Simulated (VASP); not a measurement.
# W (P6/mmm) in VASP: notebook, part 2 of 2

VASP 6.6.1.

## (3) Relaxation of cell and atoms, BLYP

This run uses another cell than the first one, of 15.85 Å³/atom.

INCAR reads:

```
  PREC = Accurate
  ENCUT = 600
  EDIFF = 1E-6
  ISMEAR = -1
  SIGMA = 0.1
  LREAL = F
  LASPH = T
  NELM = 80
  ALGO = Normal
  ISIF = 3
  LWAVE = F
  LCHARG = F
  GGA = B5
  ALDAX = 1.0
  AGGAX = 1.0
  AGGAC = 1.0
  ALDAC = 0.0
  IBRION = 2
  NSW = 80
  EDIFFG = -0.01
```

KPOINTS reads:

```
Automatic mesh
0
Gamma
  8 8 11
```

POSCAR reads:

```
W
1.0
    4.4740055658      0.0000000000      0.0000000000
   -2.2370027829      3.8746024767      0.0000000000
    0.0000000000      0.0000000000      2.7425654118
W
3
Direct
    0.0000000000      0.0000000000      0.0000000000
    0.3333333333      0.6666666667      0.5000000000
    0.6666666667      0.3333333333      0.5000000000
```

Potentials or basis: VASP PAW PBE potentials, release 64 (W_sv).

Run with:

```
$ cat potpaw_PBE.64/W_sv/POTCAR > POTCAR
$ mpirun -np 1 vasp_std > vasp.out
```

Wall time 13 min (1 thread of Intel Xeon 8259CL, shared host); peak memory 0.23 GiB.

It converged, with:

* Free energy: -32.4433 eV
* Relaxed volume: 17.25 Å³/atom
* Relaxed cell: a = 4.756 Å, b = 4.756 Å, c = 2.642 Å, α = 90.00°, β = 90.00°, γ = 120.00°
* Space group after relaxing (to 0.1 Å): P6/mmm (No. 191)
* Energy gained by relaxing: 230.1 meV/atom
* Ionic steps: 9
* Pressure after relaxing: 0.0 GPa
* Band gap on the k mesh: zero (bands 21 and 22 overlap by 0.82 eV)

Stress tensor (GPa, compression positive):
```
-0.05  0.00  0.00
 0.00 -0.05  0.00
 0.00  0.00  0.08
```

Step by step:
```csv
step,energy change (eV),largest force (eV/Å),pressure (GPa),volume (Å³)
1,0.0000,0.0000,25.38,47.54
2,1.3706,0.0000,-34.94,66.56
3,-0.5396,0.0000,-7.63,53.42
4,-0.5434,0.0000,-5.75,52.97
5,-0.4832,0.0000,3.99,51.51
6,-0.6854,0.0000,-2.65,52.33
7,-0.6855,0.0000,-2.57,52.32
8,-0.6742,0.0000,4.99,50.74
9,-0.6903,0.0000,0.00,51.76
```

Final structure:
```xyz
3
Lattice="4.7565 0.0000 0.0000 -2.3782 4.1192 0.0000 0.0000 0.0000 2.6416" Properties=species:S:1:pos:R:3 pbc="T T T"
W     0.0000    0.0000    0.0000
W     0.0000    2.7462    1.3208
W     2.3782    1.3731    1.3208
```

Levels at points of the mesh, in eV from the Fermi level:
| k point | band 18 | band 19 | band 20 | band 21 | band 22 | band 23 | band 24 | band 25 |
| --- | --- | --- | --- | --- | --- | --- | --- | --- |
| (0.00, 0.00, 0.00) | -2.23 | -2.23 | -2.21 | -0.31 | -0.31 | 2.02 | 2.02 | 2.08 |
| (0.50, 0.00, 0.00) | -2.55 | -2.05 | -2.03 | 0.51 | 0.97 | 2.18 | 2.32 | 2.90 |

Caveat: the PAW data sets were made with another functional, which shifts forces and pressure a little; spin-orbit coupling is left out, which moves the levels of the heavy elements.

## (4) Single point, BLYP

INCAR reads:

```
SYSTEM = W
AGGAC = 1.0 ; AGGAX = 1.0
ALDAC = 0.0 ; ALDAX = 1.0
ALGO = Normal ; EDIFF = 1E-6
ENCUT = 520 ; GGA = B5
ISIF = 2 ; ISMEAR = -1
LASPH = .TRUE. ; LCHARG = .FALSE.
LREAL = .FALSE. ; LWAVE = .FALSE.
NBANDS = 28 ; NELM = 80
PREC = Accurate ; SIGMA = 0.1
```

KPOINTS reads:

```
k-points
0
G
  8 8 11
  0 0 0
```

POSCAR reads:

```
W
1.0
    4.7480039588      0.0000000000      0.0000000000
   -2.3740019794      4.1118920456      0.0000000000
    0.0000000000      0.0000000000      2.6355339881
W
3
Direct
    1.0000000000      0.0000000000      0.0000000000
    0.3333333333      0.6666666667      0.5000000000
    0.6666666667      0.3333333333      0.5000000000
```

Potentials or basis: VASP PAW PBE potentials, release 64 (W_sv).

Run with:

```
$ cat potpaw_PBE.64/W_sv/POTCAR > POTCAR
$ mpirun -np 1 vasp_std > vasp.out
```

OUTCAR:

```text
SYSTEM = W
   EDIFF = 1E-6
   ENCUT = 520
   GGA = B5
   ISIF = 2
   ISMEAR = -1
   LASPH = .TRUE.
   LREAL = .FALSE.
   NELM = 80
   PREC = Accurate

 ion  position               nearest neighbor table
   1  0.000  0.000  0.000-   2 3.04   3 3.04   2 3.04   3 3.04   3 3.04   3 3.04   2 3.04   2 3.04
                             3 3.04   3 3.04   2 3.04   2 3.04
   2  0.333  0.667  0.500-   3 2.74   3 2.74   3 2.74   1 3.04   1 3.04   1 3.04   1 3.04   1 3.04
                             1 3.04
   3  0.667  0.333  0.500-   2 2.74   2 2.74   2 2.74   1 3.04   1 3.04   1 3.04   1 3.04   1 3.04
                             1 3.04

[... 943 lines left out ...]
  --------------------------------------------------------------------------------------
  -------------------------------------------------------------------------------------
  Total        0.4114297      0.4114297      0.5807389      0.0000000      0.0000000     -0.0000000
  in kB       12.8110514     12.8110514     18.0829852      0.0000000      0.0000000     -0.0000000
  external PRESSURE =      14.5683627 kB  Pullay stress =       0.0000000 kB

 VOLUME and BASIS-vectors are now :
 -----------------------------------------------------------------------------
  energy-cutoff  :      520.00
  volume of cell :       51.45
      direct lattice vectors                 reciprocal lattice vectors
     4.748003959  0.000000000  0.000000000     0.210614820  0.121598523  0.000000000
    -2.374001979  4.111892046  0.000000000     0.000000000  0.243197046  0.000000000
     0.000000000  0.000000000  2.635533988     0.000000000  0.000000000  0.379429749

 POSITION                                       TOTAL-FORCE (eV/Angst)
 -----------------------------------------------------------------------------------
      0.00000      0.00000      0.00000         0.000000      0.000000     -0.000000
     -0.00000      2.74126      1.31777         0.000000      0.000000      0.000000
      2.37400      1.37063      1.31777        -0.000000      0.000000     -0.000000
 -----------------------------------------------------------------------------------
    total drift:                                0.000000      0.000000     -0.000000

  FREE ENERGIE OF THE ION-ELECTRON SYSTEM (eV)
  ---------------------------------------------------
  free  energy   TOTEN  =       -32.4435768974 eV

  energy  without entropy=      -32.3082533994  energy(sigma->0) =      -32.37591515
```

stdout:

```text
POSCAR found type information on POSCAR W
 POSCAR found :  1 types and       3 ions
 scaLAPACK will be used
 -----------------------------------------------------------------------------
|                                                                             |
|                                                                             |
|     You enforced a specific xc type in the INCAR file but a different       |
|     I HOPE YOU KNOW WHAT YOU ARE DOING!                                     |
|                                                                             |
 -----------------------------------------------------------------------------

 LDA part: xc-table for (Slater(with rela. corr.)+VWN5), standard interpolation
 POSCAR, INCAR and KPOINTS ok, starting setup
 FFT: planning ... GRIDC
 FFT: planning ... GRID_SOFT
 FFT: planning ... GRID
 WAVECAR not read
 entering main loop
```

Wall time 90 s (1 thread of Intel Xeon 8259CL, shared host); peak memory 0.21 GiB.

What came out:

- Free energy: -32.4436 eV
- Pressure: 1.5 GPa
- Band gap on the k mesh: zero (bands 21 and 22 overlap by 0.84 eV)

Caveat: the PAW data sets were made with another functional, which shifts forces and pressure a little; spin-orbit coupling is left out, which moves the levels of the heavy elements.

## (5) Single point, BLYP (15.09 Å³/atom)

This run uses another cell than the first one, of 15.09 Å³/atom.

INCAR reads:

```
  AGGAC = 1.0
  AGGAX = 1.0
  ALDAC = 0.0
  ALDAX = 1.0
  ALGO = Normal
  EDIFF = 1E-7
  ENCUT = 520
  GGA = B5
  ISIF = 2
  ISMEAR = -1
  LASPH = T
  LCHARG = F
  LREAL = F
  LWAVE = F
  NBANDS = 28
  NELM = 80
  PREC = Accurate
  SIGMA = 0.1
```

KPOINTS reads:

```
k-points
0
Gamma
  9 9 13
```

POSCAR reads:

```
W
1.0
    4.5499360899      0.0000000000      0.0000000000
   -2.2749680450      3.9403602395      0.0000000000
    0.0000000000      0.0000000000      2.5255899769
W
3
Direct
    1.0000000000      0.0000000000      0.0000000000
    0.3333333333      0.6666666667      0.5000000000
    0.6666666667      0.3333333333      0.5000000000
```

Run with:

```
$ cat potpaw_PBE.64/W_sv/POTCAR > POTCAR
$ mpirun -np 1 vasp_std > vasp.out
```

It took 3.2 min on 1 thread of Intel Xeon 8259CL, shared host; peak memory 0.22 GiB.

Results (log left out):

```
Free energy            : -31.6475 eV
Pressure               : 44.5 GPa
Band gap on the k mesh : zero (bands 21 and 22 overlap by 1.25 eV)
```

Stress tensor (GPa, compression positive):
```
42.63  0.00  0.00
 0.00 42.63  0.00
 0.00  0.00 48.10
```

Levels at points of the mesh, in eV from the Fermi level:
```csv
k point,band 17,band 18,band 19,band 20,band 21,band 22,band 23,band 24,band 25,band 26
"(0.00, 0.00, 0.00)",-2.58,-2.58,-2.54,-2.54,-0.48,-0.48,2.29,2.29,2.36,2.36
```

Caveat: the stress differs along the axes, from 43 to 48 GPa; the PAW data sets were made with another functional, which shifts forces and pressure a little; spin-orbit coupling is left out, which moves the levels of the heavy elements.

## (6) Overview

| task | cell | k mesh | cutoff (eV) | gap on the mesh (eV) | pressure (GPa) |
| --- | --- | --- | --- | --- | --- |
| single point | a = 4.748, b = 4.748, c = 2.636 Å, angles 90.0, 90.0, 120.0°, 3 atoms | 10 × 10 × 16 | 520 | none | 1.4 |
| relaxation of cell and atoms | relaxed from a = 4.474, b = 4.474, c = 2.743 Å, angles 90.0, 90.0, 120.0°, 3 atoms | 8 × 8 × 11 | 600 | none | 0.0 |
| single point | a = 4.748, b = 4.748, c = 2.636 Å, angles 90.0, 90.0, 120.0°, 3 atoms | 8 × 8 × 11 | 520 | none | 1.5 |
| single point | a = 4.550, b = 4.550, c = 2.526 Å, angles 90.0, 90.0, 120.0°, 3 atoms | 9 × 9 × 13 | 520 | none | 44.5 |

Alike in all rows: level BLYP; potentials or basis VASP PAW PBE potentials, release 64 (W_sv); no spin polarisation; smearing fermi-dirac 0.1 eV.

Caveats: the PAW data sets were made with another functional, which shifts forces and pressure a little; spin-orbit coupling is left out, which moves the levels of the heavy elements; the stress differs along the axes, from 43 to 48 GPa (at least some runs).

Total energies depend on the potentials used, so only differences within one code and one set of settings carry meaning.
